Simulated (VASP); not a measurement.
# MnO (R-3m) in VASP: a series of runs

Runs on MnO. Level: PBE. Tasks: single point.

Everything below comes from runs of VASP 6.6.1. Logs are shortened: lines on timing, memory, paths and dates and some standing lists are left out, and cuts for length are marked.

### Step 1. The cell of the first run

It takes space group R-3m (No. 166, trigonal). The conventional cell has a = 3.149 Å, b = 3.149 Å, c = 7.301 Å, α = 90.00°, β = 90.00°, γ = 120.00°. Within 2.9 Å of Mn (site symmetry -3m) lie 6 O at 2.19 Å. Within 2.9 Å of O (site symmetry -3m) lie 6 Mn at 2.19 Å.

### Step 2. Single point, PBE, collinear spin, antiferromagnetic start (10.45 Å³/atom)

INCAR reads:

```
PREC = Accurate ; ENCUT = 520
EDIFF = 1E-6 ; ISMEAR = 0
SIGMA = 0.05 ; LREAL = F
LASPH = T ; NELM = 150
ALGO = Normal ; ISIF = 2
LWAVE = F ; LCHARG = F
ISPIN = 2 ; MAGMOM = 4.42 -4.42 0 0
LORBIT = 11 ; LMAXMIX = 4
GGA = PE ; NBANDS = 31
```

KPOINTS reads:

```
regular mesh
0
Gamma
  14 14 14
```

POSCAR reads:

```
MnO
1.0
    0.0000000000      2.2267359415      2.2267359415
    2.2267359414      0.0000000000      2.2267359415
    4.2947594054      2.0680234639     -2.0680234639
Mn O
2 2
Direct
    0.0000000000      0.0000000000      0.0000000000
    0.5000000000      0.0000000000      0.5000000000
    0.7499999517      0.5000000966      0.2499998552
    1.2500000483      0.4999999034      0.7500001448
```

Potentials or basis: VASP PAW PBE potentials, release 64 (Mn_pv, O).

Started as:

```sh
> cat potpaw_PBE.64/Mn_pv/POTCAR potpaw_PBE.64/O/POTCAR > POTCAR
> mpirun -np 1 vasp_std > vasp.out
```

OUTCAR:

```text
PREC = Accurate
   ENCUT = 520
   EDIFF = 1E-6
   ISMEAR = 0
   LREAL = F
   LASPH = T
   NELM = 150
   ISIF = 2
   ISPIN = 2
   LORBIT = 11
   GGA = PE

 ion  position               nearest neighbor table
   1  0.000  0.000  0.000-   3 2.19   4 2.19   4 2.19   3 2.19   4 2.19   3 2.19   2 3.04   2 3.04
                             2 3.04   2 3.04   2 3.04   2 3.04
   2  0.500  0.000  0.500-   3 2.19   4 2.19   3 2.19   4 2.19   4 2.19   3 2.19   1 3.04   1 3.04
                             1 3.04   1 3.04   1 3.04   1 3.04
   3  0.750  0.500  0.250-   1 2.19   1 2.19   1 2.19   2 2.19   2 2.19   2 2.19
   4  0.250  0.500  0.750-   1 2.19   1 2.19   1 2.19   2 2.19   2 2.19   2 2.19

  LATTYP: Found a trigonal (rhomboedric) cell.
 ALAT       =     5.1959985032
 COS(alpha) =     0.8163464179

  Lattice vectors:

 A1 = (   4.2947594054,   2.0680234639,  -2.0680234639)
 A2 = (   2.0680234640,   2.0680234639,  -4.2947594054)
 A3 = (   2.0680234640,   4.2947594054,  -2.0680234639)

Analysis of symmetry for initial positions (statically):
=====================================================================
 Subroutine PRICEL returns following result:

  LATTYP: Found a trigonal (rhomboedric) cell.
 ALAT       =     3.0378901540
 COS(alpha) =     0.4627291163
[... 12 lines left out ...]
 Subroutine GETGRP returns: Found 12 space group operations
 (whereof 12 operations were pure point group operations)
 out of a pool of 12 trial point group operations.

The static configuration has the point symmetry D_3d.

Analysis of symmetry for dynamics (positions and initial velocities):
=====================================================================
 Subroutine PRICEL returns following result:

  LATTYP: Found a trigonal (rhomboedric) cell.
 ALAT       =     3.0378901540
 COS(alpha) =     0.4627291163
[... 12 lines left out ...]
 Subroutine GETGRP returns: Found 12 space group operations
 (whereof 12 operations were pure point group operations)
 out of a pool of 12 trial point group operations.

The dynamic configuration has the point symmetry D_3d.

Analysis of structural, dynamic, and magnetic symmetry:
=====================================================================
 Subroutine PRICEL returns following result:

  LATTYP: Found a trigonal (rhomboedric) cell.
 ALAT       =     3.0378901540
 COS(alpha) =     0.4627291163
[... 12 lines left out ...]
 Subroutine GETGRP returns: Found 12 space group operations
 (whereof 12 operations were pure point group operations)
 out of a pool of 12 trial point group operations.
[... 127 lines left out ...]
   LHFCALC =     F    Hartree Fock is set to
   AEXX    =    0.0000 exact exchange contribution
   IVDW    =     0    specifies the selected vdW correction
   LEPSILON=     F    determine dielectric tensor
   LRPA    =     F    only Hartree local field effects (RPA)
 spin polarized calculation
 Gauss-broadening in eV      SIGMA  =   0.05
  energy-cutoff  :      520.00
  volume of cell :       41.80
 maximum number of plane-waves:      1144
   NGX = 11   NGY = 11   NGZ = 19

 number of electron      38.0000000 magnetization      -0.0000000

 number of electron      38.0000000 magnetization       0.0000000

 Free energy of the ion-electron system (eV)
  ---------------------------------------------------
  ext. energy  EPLUGINS =         0.00000000
  ---------------------------------------------------
  free energy    TOTEN  =       -33.09289413 eV

  energy without entropy =      -33.09289413  energy(sigma->0) =      -33.09289413

 E-fermi :   7.8068     XC(G=0): -12.1359

 val. band max:        7.5194647309   @ k =   0.0000   0.0000   0.5000
 cond. band min:       8.5110340347   @ k =   0.0000   0.0000   0.0000
 fundamental gap:      0.9915693038
 Fermi energy:         7.8067636818

 spin component 1

 k-point     1 :       0.0000    0.0000    0.0000
  band No.  band energies     occupation
      1     -42.2723      1.00000
      2     -42.1970      1.00000
      3     -42.1970      1.00000
      4     -37.6283      1.00000
      5     -37.5651      1.00000
      6     -37.5651      1.00000
[... 805 lines left out ...]
     30      20.7363      0.00000
     31      21.0956      0.00000

 [... further k-points ...]

 spin component 2

 k-point     1 :       0.0000    0.0000    0.0000
  band No.  band energies     occupation
      1     -42.2723      1.00000
      2     -42.1969      1.00000
      3     -42.1969      1.00000
      4     -37.6283      1.00000
      5     -37.5652      1.00000
      6     -37.5652      1.00000
[... 805 lines left out ...]
     30      20.7363      0.00000
     31      21.0956      0.00000

 [... further k-points ...]

------------------------ aborting loop because EDIFF is reached ----------------------------------------

  FORCE on cell =-STRESS in cart. coord.  units (eV):
  Direction    XX          YY          ZZ          XY          YZ          ZX
  --------------------------------------------------------------------------------------
  -------------------------------------------------------------------------------------
  Total        1.7574237      1.7574237      1.7574237     -0.0015075      0.0015075      0.0015075
  in kB       67.3566538     67.3566538     67.3566538     -0.0577769      0.0577769      0.0577769
  external PRESSURE =      67.3566538 kB  Pullay stress =       0.0000000 kB

 VOLUME and BASIS-vectors are now :
 -----------------------------------------------------------------------------
  energy-cutoff  :      520.00
  volume of cell :       41.80
      direct lattice vectors                 reciprocal lattice vectors
     0.000000000  2.226735941  2.226735941    -0.110158403  0.338929422  0.110158403
     2.226735941  0.000000000  2.226735941     0.220316805 -0.228771019  0.228771019
     4.294759405  2.068023464 -2.068023464     0.118612617  0.118612617 -0.118612617

 POSITION                                       TOTAL-FORCE (eV/Angst)
 -----------------------------------------------------------------------------------
      0.00000      0.00000      0.00000        -0.000000      0.000000      0.000000
      2.14738      2.14738      0.07936        -0.000000      0.000000      0.000000
      2.18706      2.18706      2.26641        -0.000000     -0.000000     -0.000000
      4.33444      2.10770      0.11903         0.000000     -0.000000      0.000000
 -----------------------------------------------------------------------------------
    total drift:                               -0.000000     -0.000000      0.000000

  FREE ENERGIE OF THE ION-ELECTRON SYSTEM (eV)
  ---------------------------------------------------
  free  energy   TOTEN  =       -33.0928941284 eV

  energy  without entropy=      -33.0928941284  energy(sigma->0) =      -33.09289413

 total charge

# of ion       s       p       d       tot
------------------------------------------
    1        0.209   6.192   5.004  11.406
    2        0.209   6.192   5.004  11.406
    3        1.562   3.438   0.000   5.000
    4        1.562   3.438   0.000   5.000
--------------------------------------------------
tot          3.543  19.260  10.009  32.812

 magnetization (x)

# of ion       s       p       d       tot
------------------------------------------
    1        0.017   0.018   4.253   4.287
    2       -0.017  -0.018  -4.253  -4.287
    3        0.000   0.000   0.000   0.000
    4        0.000   0.000   0.000   0.000
--------------------------------------------------
tot          0.000   0.000   0.000   0.000
```

OSZICAR:

```text
N       E                     dE             d eps       ncg     rms          rms(c)
DAV:   1     0.441310096262E+03    0.44131E+03   -0.20966E+04 36592   0.153E+03
DAV:   2    -0.410456629360E+01   -0.44541E+03   -0.41824E+03 37238   0.450E+02
DAV:   3    -0.372795279254E+02   -0.33175E+02   -0.32631E+02 39576   0.132E+02
DAV:   4    -0.377483051900E+02   -0.46878E+00   -0.46826E+00 38449   0.166E+01
DAV:   5    -0.377535990439E+02   -0.52939E-02   -0.52937E-02 40668   0.180E+00    0.208E+01
DAV:   6    -0.333925735450E+02    0.43610E+01   -0.18089E+01 42973   0.430E+01    0.181E+01
DAV:   7    -0.331100140981E+02    0.28256E+00   -0.27996E+00 37601   0.198E+01    0.116E+01
DAV:   8    -0.331109519586E+02   -0.93786E-03   -0.35591E-01 39996   0.367E+00    0.675E+00
DAV:   9    -0.330903903730E+02    0.20562E-01   -0.37242E-02 41556   0.243E+00    0.121E+00
DAV:  10    -0.330924255665E+02   -0.20352E-02   -0.11289E-02 37994   0.104E+00    0.161E-01
DAV:  11    -0.330928011260E+02   -0.37556E-03   -0.49405E-04 41445   0.171E-01    0.870E-02
DAV:  12    -0.330928714512E+02   -0.70325E-04   -0.36783E-05 37721   0.468E-02    0.434E-02
DAV:  13    -0.330928936403E+02   -0.22189E-04   -0.10544E-05 38890   0.332E-02    0.975E-03
DAV:  14    -0.330928941284E+02   -0.48808E-06   -0.37995E-06 38596   0.171E-02
   1 F= -.33092894E+02 E0= -.33092894E+02  d E =-.940435E-19  mag=     0.0000
```

Run time: 4.8 min. Hardware: 1 thread of Intel Xeon 6975P-C (Granite Rapids), shared host; peak memory 0.56 GiB.

What came out:

| Property | Result |
| --- | --- |
| Free energy | -33.0929 eV |
| Pressure | 6.7 GPa |
| Band gap on the k mesh | 0.99 eV |
| Net moment | 0.00 μB per cell |
| Site moments | Mn +4.29, -4.29; O +0.00 μB |
| Valence electrons inside the program's atomic spheres | Mn 11.41; O 5.00 |

Caveat: the cell stands under pressure.

### Step 3. Single point, PBE, collinear spin, antiferromagnetic start (10.67 Å³/atom)

This run uses another cell than the first one, of 10.67 Å³/atom.

INCAR reads:

```
SYSTEM = MnO
PREC = Accurate ; ENCUT = 520
EDIFF = 1E-6 ; ISMEAR = 0
SIGMA = 0.05 ; LREAL = .False.
LASPH = .True. ; NELM = 150
ALGO = Normal ; ISIF = 2
LWAVE = .False. ; LCHARG = .True.
ISPIN = 2 ; MAGMOM = 4.45 -4.45 0 0
LORBIT = 11 ; LMAXMIX = 4
GGA = PE ; LELF = .True.
LVHAR = .True. ; NBANDS = 31
```

KPOINTS reads:

```
regular mesh
0
Gamma
  14 14 14
  0 0 0
```

POSCAR reads:

```
MnO
1.0
    0.0000000000      2.2385426633      2.2385426633
    2.2385426633      0.0000000000      2.2385426634
    4.3309956923      2.0924530289     -2.0924530289
Mn O
2 2
Direct
    0.0000000000      0.0000000000      0.0000000000
    0.5000000000      0.0000000000      0.5000000000
    0.7500000577      0.4999998847      0.2500001730
    1.2499999423      0.5000001153      0.7499998270
```

Potentials or basis: VASP PAW PBE potentials, release 64 (Mn_pv, O).

Started as:

```sh
> cat potpaw_PBE.64/Mn_pv/POTCAR potpaw_PBE.64/O/POTCAR > POTCAR
> mpirun -np 1 vasp_std > vasp.out
```

Wall time 13 min (1 thread of Oxide Virtual Turin-like, shared host); peak memory 0.54 GiB.

Results (log left out):

```
Free energy                                           : -33.1211 eV
Pressure                                              : 3.3 GPa
Band gap on the k mesh                                : 0.94 eV
Net moment                                            : 0.00 μB per cell
Site moments                                          : Mn +4.30, -4.30; O +0.00 μB
Valence electrons inside the program's atomic spheres : Mn 11.38; O 4.99
```

Levels at points of the mesh, in eV from the valence-band top:
Spin up:
| k point | band 15 | band 16 | band 17 | band 18 | band 19 | band 20 | band 21 | band 22 | band 23 | band 24 |
| --- | --- | --- | --- | --- | --- | --- | --- | --- | --- | --- |
| (0.00, 0.00, 0.00) | -2.20 | -2.20 | -1.85 | -0.73 | -0.73 | 0.94 | 2.10 | 2.10 | 2.23 | 3.62 |
| (0.50, 0.00, 0.00) | -2.29 | -1.56 | -1.35 | -0.24 | -0.10 | 1.25 | 2.70 | 2.80 | 3.32 | 3.44 |
| (0.00, 0.50, 0.00) | -2.85 | -1.56 | -1.40 | -0.37 | -0.22 | 1.67 | 2.76 | 2.83 | 3.70 | 3.73 |
| (0.00, 0.00, 0.50) | -2.13 | -2.13 | -1.87 | 0.00 | 0.00 | 1.63 | 1.96 | 1.96 | 3.26 | 3.26 |
Spin down:
```
           k point  band 16  band 17  band 18  band 19  band 20  band 21  band 22  band 23
(0.00, 0.00, 0.00)    -2.20    -1.85    -0.73    -0.73     0.94     2.10     2.10     2.23
(0.50, 0.00, 0.00)    -1.56    -1.35    -0.24    -0.10     1.25     2.70     2.80     3.32
(0.00, 0.50, 0.00)    -1.56    -1.40    -0.37    -0.22     1.67     2.76     2.83     3.70
(0.00, 0.00, 0.50)    -2.13    -1.87     0.00     0.00     1.63     1.96     1.96     3.26
```

Caveat: the cell stands under pressure. PBE gaps usually lie below the measured ones, often by a third to a half.

### Step 4. Single point, PBE, collinear spin, antiferromagnetic start

This run uses another cell than the first one, of 10.89 Å³/atom.

INCAR reads:

```
  PREC = Accurate
  ENCUT = 520
  EDIFF = 1E-6
  ISMEAR = 0
  SIGMA = 0.05
  LREAL = False
  LASPH = True
  NELM = 150
  ALGO = Normal
  ISIF = 2
  LWAVE = False
  LCHARG = True
  ISPIN = 2
  MAGMOM = 4.45 -4.45 0 0
  LORBIT = 11
  LMAXMIX = 4
  GGA = PE
  LELF = True
  LVHAR = True
  NBANDS = 31
```

KPOINTS reads:

```
Automatic mesh
0
Gamma
  14 14 14
```

POSCAR reads:

```
MnO
1.0
    0.0000000000      2.2498190070      2.2498190070
    2.2498190070      0.0000000000      2.2498190070
    4.3674815090      2.1176625020     -2.1176625020
Mn O
2 2
Direct
    0.0000000000      0.0000000000      0.0000000000
    0.5000000000      0.0000000000      0.5000000000
    0.7500000041      0.4999999918      0.2500000123
    1.2499999959      0.5000000082      0.7499999877
```

Started as:

```sh
> cat potpaw_PBE.64/Mn_pv/POTCAR potpaw_PBE.64/O/POTCAR > POTCAR
> mpirun -np 1 vasp_std > vasp.out
```

Wall time 20 min (1 thread of Oxide Virtual Turin-like, shared host); peak memory 0.54 GiB.

It converged, with:

```yaml
Free_energy: -33.1315 eV
Pressure: 0.2 GPa
Band_gap_on_the_k_mesh: 0.88 eV
Net_moment: 0.00 μB per cell
Site_moments: Mn +4.32, -4.32; O +0.00 μB
Valence_electrons_inside_the_program's_atomic_spheres: Mn 11.36; O 4.98
```

Levels at points of the mesh, in eV from the valence-band top:
Spin up:
```
           k point  band 15  band 16  band 17  band 18  band 19  band 20  band 21  band 22  band 23  band 24
(0.00, 0.00, 0.00)    -2.15    -2.15    -1.82    -0.70    -0.70     0.88     2.15     2.15     2.26     3.61
(0.50, 0.00, 0.00)    -2.24    -1.53    -1.32    -0.25    -0.10     1.32     2.75     2.84     3.32     3.45
(0.00, 0.50, 0.00)    -2.76    -1.53    -1.38    -0.36    -0.22     1.71     2.81     2.87     3.70     3.73
(0.00, 0.00, 0.50)    -2.08    -2.08    -1.83     0.00     0.00     1.70     2.03     2.03     3.27     3.27
```
Spin down:
| k point | band 15 | band 16 | band 17 | band 18 | band 19 | band 20 | band 21 | band 22 | band 23 | band 24 |
| --- | --- | --- | --- | --- | --- | --- | --- | --- | --- | --- |
| (0.00, 0.00, 0.00) | -2.15 | -2.15 | -1.82 | -0.70 | -0.70 | 0.88 | 2.15 | 2.15 | 2.26 | 3.61 |
| (0.50, 0.00, 0.00) | -2.24 | -1.53 | -1.32 | -0.25 | -0.10 | 1.32 | 2.75 | 2.84 | 3.32 | 3.45 |
| (0.00, 0.50, 0.00) | -2.76 | -1.53 | -1.38 | -0.36 | -0.22 | 1.71 | 2.81 | 2.87 | 3.70 | 3.73 |
| (0.00, 0.00, 0.50) | -2.08 | -2.08 | -1.83 | 0.00 | 0.00 | 1.70 | 2.03 | 2.03 | 3.27 | 3.27 |

A k mesh can miss the band edges. PBE gaps usually lie below the measured ones, often by a third to a half.

### Step 5. Single point, PBE, collinear spin, antiferromagnetic start (11.32 Å³/atom)

This run uses another cell than the first one, of 11.32 Å³/atom.

INCAR reads:

```
SYSTEM = MnO
  PREC = Accurate
  ENCUT = 520
  EDIFF = 1E-6
  ISMEAR = 0
  SIGMA = 0.05
  LREAL = .False.
  LASPH = .True.
  NELM = 150
  ALGO = Normal
  ISIF = 2
  LWAVE = .False.
  LCHARG = .True.
  ISPIN = 2
  MAGMOM = 4.47 -4.47 0 0
  LORBIT = 11
  LMAXMIX = 4
  GGA = PE
  LELF = .True.
  LVHAR = .True.
  NBANDS = 31
```

KPOINTS reads:

```
Automatic mesh
0
Gamma
  14 14 14
  0 0 0
```

POSCAR reads:

```
MnO
1.0
    0.0000000000      2.2744304134      2.2744304134
    2.2744304134      0.0000000000      2.2744304134
    4.4343998703      2.1599694569     -2.1599694569
Mn O
2 2
Direct
    0.0000000000      0.0000000000      0.0000000000
    0.5000000000      0.0000000000      0.5000000000
    0.7499998810      0.5000002380      0.2499996429
    1.2500001190      0.4999997620      0.7500003571
```

Started as:

```sh
> cat potpaw_PBE.64/Mn_pv/POTCAR potpaw_PBE.64/O/POTCAR > POTCAR
> mpirun -np 1 vasp_std > vasp.out
```

It took 15 min on 1 thread of Oxide Virtual Turin-like, shared host; peak memory 0.56 GiB.

The run converged. Its results:

```yaml
Free_energy: -33.1058 eV
Pressure: -5.2 GPa
Band_gap_on_the_k_mesh: 0.78 eV
Net_moment: 0.00 μB per cell
Site_moments: Mn +4.35, -4.35; O +0.00 μB
Valence_electrons_inside_the_program's_atomic_spheres: Mn 11.32; O 4.96
```

Levels at points of the mesh, in eV from the valence-band top:
Spin up:
| k point | band 16 | band 17 | band 18 | band 19 | band 20 | band 21 | band 22 | band 23 |
| --- | --- | --- | --- | --- | --- | --- | --- | --- |
| (0.00, 0.00, 0.00) | -2.06 | -1.76 | -0.65 | -0.65 | 0.78 | 2.24 | 2.24 | 2.32 |
| (0.50, 0.00, 0.00) | -1.49 | -1.28 | -0.27 | -0.10 | 1.45 | 2.82 | 2.91 | 3.30 |
| (0.00, 0.50, 0.00) | -1.49 | -1.34 | -0.33 | -0.23 | 1.78 | 2.87 | 2.93 | 3.67 |
| (0.00, 0.00, 0.50) | -2.00 | -1.75 | 0.00 | 0.00 | 1.81 | 2.14 | 2.14 | 3.16 |
Spin down:
| k point | band 15 | band 16 | band 17 | band 18 | band 19 | band 20 | band 21 | band 22 | band 23 | band 24 |
| --- | --- | --- | --- | --- | --- | --- | --- | --- | --- | --- |
| (0.00, 0.00, 0.00) | -2.06 | -2.06 | -1.76 | -0.65 | -0.65 | 0.78 | 2.24 | 2.24 | 2.32 | 3.58 |
| (0.50, 0.00, 0.00) | -2.16 | -1.49 | -1.28 | -0.27 | -0.10 | 1.45 | 2.82 | 2.91 | 3.30 | 3.46 |
| (0.00, 0.50, 0.00) | -2.61 | -1.49 | -1.34 | -0.33 | -0.23 | 1.78 | 2.87 | 2.93 | 3.67 | 3.71 |
| (0.00, 0.00, 0.50) | -2.00 | -2.00 | -1.75 | 0.00 | 0.00 | 1.81 | 2.14 | 2.14 | 3.16 | 3.29 |

Caveat: the cell stands under tension.

### Step 6. The runs side by side

| cell | gap on the mesh (eV) | pressure (GPa) | moment (μB) |
| --- | --- | --- | --- |
| a = 3.149, b = 3.149, c = 5.196 Å, angles 72.4, 90.0, 60.0°, 4 atoms | 0.99 | 6.7 | 0.00 |
| a = 3.166, b = 3.166, c = 5.245 Å, angles 72.4, 90.0, 60.0°, 4 atoms | 0.94 | 3.3 | 0.00 |
| a = 3.182, b = 3.182, c = 5.296 Å, angles 72.5, 90.0, 60.0°, 4 atoms | 0.88 | 0.2 | 0.00 |
| a = 3.217, b = 3.217, c = 5.385 Å, angles 72.6, 90.0, 60.0°, 4 atoms | 0.78 | -5.2 | 0.00 |

Alike in all rows: task single point; level PBE; potentials or basis VASP PAW PBE potentials, release 64 (Mn_pv, O); spin collinear, antiferromagnetic start; k mesh 14 × 14 × 14; cutoff (eV) 520; smearing gaussian 0.05 eV.

Caveats: the cell stands under pressure (at least some runs); the cell stands under tension (at least some runs).

Total energies depend on the potentials used, so only differences within one code and one set of settings carry meaning.
